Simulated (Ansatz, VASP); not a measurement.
**SnSe2: VASP beside Ansatz**

```
CELL_PARAMETERS angstrom
5.26719 0.00000 0.00000
0.00000 5.26719 0.00000
0.00000 0.00000 6.04811
ATOMIC_POSITIONS crystal
Sn 0.00000 0.00000 0.50000
Se 0.50000 0.00000 0.50000
Se 0.00000 0.50000 0.50000
```

Alike in both runs: functional PBE; k mesh 10 × 10 × 8; occupations gaussian, width 0.1 eV; no spin polarisation.

Ansatz relaxed the structure, and its values are those at the end. VASP's run is a single point on that final structure, the one shown.

|  | VASP | Ansatz |
| --- | --- | --- |
| version | VASP 6.6.1 | Ansatz 0.2.0 |
| potentials or method | VASP PAW PBE potentials, release 64 (Sn_d, Se), cutoff 520 eV | scalar-relativistic, plane waves, PAW |
| valence electrons in the cell | 26 | 46 |

```csv
,VASP,Ansatz,Ansatz less VASP
gap on the k mesh at the Fermi level (eV),none,none,-
pressure (GPa),0.0,0.0,-0.01
```

A gap of «none» marks a metal or a gap that the smearing closes. With one functional, cell and mesh, what is left measures potentials, basis and numerics. VASP's potentials hold 26 valence electrons a cell and Ansatz's 46, so a difference there can come from the potentials and not from the codes. Ansatz's warnings: xc potential rough in thin density.
